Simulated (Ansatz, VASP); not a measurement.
## NbAs in VASP and in Ansatz

INCAR

```
  PREC = Accurate
  ENCUT = 520
  EDIFF = 1E-6
  ISMEAR = -1
  SIGMA = 0.05
  LREAL = False
  LASPH = True
  NELM = 100
  ALGO = Normal
  ISIF = 2
  LWAVE = False
  LCHARG = False
  GGA = B5
  ALDAX = 1.0
  AGGAX = 1.0
  AGGAC = 1.0
  ALDAC = 0.0
  NBANDS = 26
```

Contents of KPOINTS:

```
regular mesh
0
Gamma
  11 11 11
```

The input POSCAR:

```
NbAs
1.0
   -1.7258500000      1.7258500000      5.8400000000
    1.7258500000     -1.7258500000      5.8400000000
    1.7258500000      1.7258500000     -5.8400000000
Nb As
2 2
Direct
    0.5000000000      0.0000000000      0.5000000000
    0.7500000000      0.7500000000      0.0000000000
    0.9160000000      0.4160000000      0.5000000000
    0.1660000000      0.1660000000      0.0000000000
```

input.yaml

```yaml
crystal:
  lattice:
    - [-1.72585, 1.72585, 5.84]
    - [1.72585, -1.72585, 5.84]
    - [1.72585, 1.72585, -5.84]
  atoms:
    - { symbol: Nb, position: [0.5, 0.0, 0.5] }
    - { symbol: Nb, position: [0.75, 0.75, 0.0] }
    - { symbol: As, position: [0.916, 0.416, 0.5] }
    - { symbol: As, position: [0.166, 0.166, 0.0] }
hamiltonian:
  xc: blyp
  pseudopotentials: { kind: paw }
kpoints:
  mp_grid: { grid: [11, 11, 11] }
  band_path:
    path:
      - [[0.0, 0.0, 0.0], [-0.5, 0.5, 0.0], [-0.5, 0.5, -0.0436667032], [-0.2718333516, 0.2718333516, -0.2718333516], [0.0, 0.0, 0.0], [0.5, 0.5, -0.5], [0.2718333516, 0.7281666484, -0.7281666484], [0.0, 0.5, -0.5], [-0.25, 0.75, -0.25], [0.0436667032, 0.9563332968, -0.5], [0.5, 0.5, -0.5]]
      - [[-0.5, 0.5, 0.0], [-0.25, 0.75, -0.25]]
    npoints: 14
scf:
  occupations: { method: fermi_dirac, width: 0.05 }
  n_extra_bands: 10
output:
  forces: true
  stress: true
  eigenvalues: true
  fatbands: false
```

Alike in both runs: functional BLYP; k mesh 11 × 11 × 11; occupations fermi-dirac, width 0.05 eV; no spin polarisation.

|  | VASP | Ansatz |
| --- | --- | --- |
| version | VASP 6.6.1 | Ansatz 0.2.0 |
| potentials or method | VASP PAW PBE potentials, release 64 (Nb_sv, As) | Ansatz PAW |
| plane-wave cutoff (eV) | 520 | 420 |
| valence electrons in the cell | 36 | 56 |
| task | single point | band structure |

|  | VASP | Ansatz | Ansatz less VASP |
| --- | --- | --- | --- |
| gap on the k mesh at the Fermi level (eV) | none | none | - |
| pressure (GPa) | 11.9 | 11.4 | -0.50 |
| traceless stress, the component that is largest in VASP (GPa) | 0.60 | 0.67 | +0.068 |
| rms of the force components (eV/Å) | 0.172 | 0.169 | -0.0028 |

VASP's potentials were made for PBE, not for BLYP. Atom by atom the forces differ by 0.003 eV/Å (rms over components). A gap of «none» marks a metal or a gap that the smearing closes. VASP's potentials hold 36 valence electrons a cell and Ansatz's 56, so a difference there can come from the potentials and not from the codes.
